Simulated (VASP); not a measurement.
A run of VASP 6.6.1 is set up as follows.

INCAR

```
SYSTEM = TePb
  ALGO = Normal
  EDIFF = 1E-6
  ENCUT = 520
  GGA = PS
  ISIF = 2
  ISMEAR = -1
  LASPH = .True.
  LCHARG = .True.
  LELF = .True.
  LREAL = .False.
  LVHAR = .True.
  LWAVE = .False.
  NBANDS = 17
  NELM = 80
  PREC = Accurate
  SIGMA = 0.1
```

KPOINTS

```
k-points
0
Gamma
  11 11 11
  0 0 0
```

File POSCAR:

```
TePb
1.0
    0.0000000000      2.9509815391      2.9509815391
    2.9509815391      0.0000000000      2.9509815391
    2.9509815391      2.9509815391      0.0000000000
Pb Te
1 1
Direct
    0.0000000000      0.0000000000      0.0000000000
    0.2500000000      0.2500000000      0.2500000000
```

Potentials or basis: VASP PAW PBE potentials, release 64 (Pb_d, Te).

Launch:

```bash
$ cat potpaw_PBE.64/Pb_d/POTCAR potpaw_PBE.64/Te/POTCAR > POTCAR
$ mpirun -np 1 vasp_std > vasp.out
```

Question: What does it give for the pressure?

Answer: 54.7 GPa.

Question: Estimate the band gap on the k mesh.

Answer: Zero (bands 10 and 11 overlap by 1.59 eV).

Caveat: the cell stands under pressure; the PAW data sets were made with another functional, which shifts forces and pressure a little; spin-orbit coupling is left out, which moves the levels of the heavy elements.
